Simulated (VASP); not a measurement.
A run of VASP 6.6.1 is set up as follows.

File INCAR:

```
SYSTEM = SiBF
PREC = Accurate
ENCUT = 600
EDIFF = 1E-6
ISMEAR = 0
SIGMA = 0.1
LREAL = .False.
LASPH = .True.
NELM = 80
ALGO = Normal
ISIF = 3
LWAVE = .False.
LCHARG = .False.
GGA = PE
IBRION = 2
NSW = 90
EDIFFG = -0.04
```

The input KPOINTS:

```
regular mesh
0
Gamma
  8 6 4
  0 0 0
```

File POSCAR:

```
SiBF
1.0
    2.4355821600      0.0000000000      0.0000000000
    0.0000000000      3.3593380000      0.0000000000
    0.0000000000      0.0000000000      4.7585269100
Si B F
1 1 1
Direct
    0.0000000000      0.5000000000      0.0000000000
    0.5000000000      0.0000000000      0.0000000000
    0.0000000000      0.0000000000      0.0000000000
```

Potentials or basis: VASP PAW PBE potentials, release 64 (Si, B, F).

Run with:

```console
$ cat potpaw_PBE.64/Si/POTCAR potpaw_PBE.64/B/POTCAR potpaw_PBE.64/F/POTCAR > POTCAR
$ mpirun -np 1 vasp_std > vasp.out
```

Question: Predict the relaxed volume.

Answer: 11.11 Å³/atom.

Question: Estimate the relaxed cell.

Answer: a = 3.449 Å, b = 4.260 Å, c = 2.269 Å, α = 90.00°, β = 90.00°, γ = 90.00°.

Question: Predict the space group after relaxing (to 0.1 Å).

Answer: Pmmm (No. 47).

Stress tensor (GPa, compression positive):
```
-0.19  0.00  0.00
 0.00 -0.15  0.00
 0.00  0.00  0.36
```

Caveat: a cell axis changed by over 15 % at a fixed basis, so the end point is rough.
